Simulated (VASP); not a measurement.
Write the native input for VASP 6.6.1 that does the following.

```
Task                   : single point
Functional             : PBE
Potentials or basis    : VASP PAW PBE potentials, release 64 (H, Ru_pv, Cl)
Cutoff                 : 520 eV
k mesh                 : 10 × 10 × 10
Occupations            : gaussian, width 0.1 eV
Spin                   : collinear spin, ferromagnetic start
Starting moments       : [0.0, 0.0, 0.0, 0.0, 0.52, 0.0] μB
Dipole correction      : no
Further INCAR settings : ALGO = Normal; EDIFF = 1e-07; NBANDS = 26
```

The structure of H4RuCl lies in POSCAR:

```
H4RuCl
1.0
    4.2366897549      0.0000000000      0.0000000000
    0.0000000000      4.2366897549      0.0000000000
    0.0000000000      0.0000000000      4.2366897549
H Ru Cl
4 1 1
Direct
    0.2172796512      0.2172796512      0.2172796512
    0.2172796512      0.7827203488      0.7827203488
    0.7827203488      0.7827203488      0.2172796512
    0.7827203488      0.2172796512      0.7827203488
    0.0000000000      0.0000000000      0.0000000000
    0.5000000000      0.5000000000      0.5000000000
```

The cell was built from a structure type or drawn by symmetry, and may not be a known phase.

The input as run:

INCAR

```
SYSTEM = H4RuCl
PREC = Accurate
ENCUT = 520
EDIFF = 1E-7
ISMEAR = 0
SIGMA = 0.1
LREAL = .FALSE.
LASPH = .TRUE.
NELM = 150
ALGO = Normal
ISIF = 2
LWAVE = .FALSE.
LCHARG = .FALSE.
ISPIN = 2
MAGMOM = 0 0 0 0 0.52 0
LORBIT = 11
LMAXMIX = 4
GGA = PE
NBANDS = 26
```

KPOINTS

```
regular mesh
0
G
  10 10 10
  0 0 0
```

Potentials or basis: VASP PAW PBE potentials, release 64 (H, Ru_pv, Cl).

Run with:

```sh
$ cat potpaw_PBE.64/H/POTCAR potpaw_PBE.64/Ru_pv/POTCAR potpaw_PBE.64/Cl/POTCAR > POTCAR
$ mpirun -np 1 vasp_std > vasp.out
```

Results of the run:

The pressure is -0.1 GPa. The largest force is 0.027 eV/Å and the band gap on the k mesh is zero (filled and empty bands overlap). The net moment is 1.00 μB per cell, the site moments are H -0.01; Ru +1.00; Cl -0.01 μB and the valence electrons inside the program's atomic spheres are H 0.54; Ru 12.75; Cl 5.04.

It took 3.4 min on 1 thread of AMD EPYC 7R43 64-Core Processor (Zen 3), on a shared host, peak memory 0.27 GiB.
